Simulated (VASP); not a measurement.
A run of VASP 6.6.1 is set up as follows.

The input INCAR:

```
SYSTEM = Al
PREC = Accurate
ENCUT = 520
EDIFF = 1E-7
ISMEAR = 0
SIGMA = 0.1
LREAL = .FALSE.
LASPH = .TRUE.
NELM = 80
ALGO = Normal
ISIF = 2
LWAVE = .FALSE.
LCHARG = .FALSE.
LDIPOL = .TRUE.
IDIPOL = 3
DIPOL = 0.5 0.5 0.500
GGA = PE
IVDW = 12
IBRION = 2
NSW = 90
EDIFFG = -0.03
```

File KPOINTS:

```
regular mesh
0
G
  7 7 1
  0 0 0
```

Contents of POSCAR:

```
Al
1.0
    3.9827327097      0.0000000000      0.0000000000
    0.0000000000      3.9827327097      0.0000000000
    0.0000000000      0.0000000000     22.9740990645
Al
8
Selective dynamics
Direct
    0.0000000000      0.5000000000      0.3699818642  F F F
    0.5000000000      0.0000000000      0.3699818642  F F F
    0.5000000000      0.5000000000      0.4566606214  F F F
    0.0000000000      0.0000000000      0.4566606214  F F F
    0.0000000000      0.5000000000      0.5433393786  T T T
    0.5000000000      0.0000000000      0.5433393786  T T T
    0.5000000000      0.5000000000      0.6300181358  T T T
    0.0000000000      0.0000000000      0.6300181358  T T T
```

Potentials or basis: VASP PAW PBE potentials, release 64 (Al).

Launch:

```sh
$ cat potpaw_PBE.64/Al/POTCAR > POTCAR
$ mpirun -np 1 vasp_std > vasp.out
```

(1) What does it give for the dispersion energy per atom?

(2) What does it give for the band gap on the k mesh?

(3) Predict the energy gained by relaxing.

## Answers

(1) -0.247 eV.

(2) zero (bands 12 and 13 overlap by 2.28 eV).

(3) 3.3 meV/atom.
